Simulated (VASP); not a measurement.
Crystal: CaAl4O.

```xyz
6
Lattice="2.6204 -4.4072 0.0000 2.6204 4.4072 0.0000 0.0000 0.0000 4.2136" Properties=species:S:1:pos:R:3 pbc="T T T"
Ca    0.0000    0.0000    0.0000
Al    2.6204   -1.4851    0.0000
Al    2.6204    1.4851    0.0000
Al    1.3102   -2.2036    2.1068
Al    1.3102    2.2036    2.1068
O     2.6204    0.0000    2.1068
```

```yaml
Program: VASP 6.6.1
Task: relaxation of cell and atoms
Functional: PBE
Potentials_or_basis: VASP PAW PBE potentials, release 64 (Ca_sv, Al, O)
Cutoff: 600 eV
k_mesh: 4 × 4 × 4
Occupations: gaussian, width 0.1 eV
Spin: no spin polarisation
```

At the start: pressure 10.2 GPa; volume 16.22 Å³/atom.

Question: Where does the relaxation end?

Answer: Over 8 steps the energy falls by 138.3 meV/atom and the volume is 17.96 Å³/atom (+10.7 %); space group Cmmm (No. 65, to 0.05 Å).

The path:
| step | energy change (eV) | largest force (eV/Å) | pressure (GPa) | volume (Å³) |
| --- | --- | --- | --- | --- |
| 1 | 0.0000 | 0.8730 | 10.19 | 97.32 |
| 2 | -0.6308 | 0.5408 | -2.18 | 112.43 |
| 3 | -0.6309 | 0.5445 | -2.03 | 112.16 |
| 4 | -0.7580 | 0.4742 | -1.37 | 110.08 |
| 5 | -0.8187 | 0.2447 | -0.14 | 107.66 |
| 6 | -0.8281 | 0.0471 | 0.21 | 107.21 |
| 7 | -0.8287 | 0.0165 | 0.31 | 107.08 |
| 8 | -0.8295 | 0.0076 | -0.06 | 107.74 |

Final structure:
```
Ca Al O
1.0
     2.77447   -4.16495    0.00000
     2.77447    4.16495    0.00000
     0.00000    0.00000    4.66167
Ca Al O
1 4 1
Direct
  0.00000 0.00000 0.00000
  0.65370 0.34630 0.00000
  0.34630 0.65370 0.00000
  0.50000 0.00000 0.50000
  0.00000 0.50000 0.50000
  0.50000 0.50000 0.50000
```

Caveat: the k points lie up to 0.34 Å⁻¹ apart in the final cell.
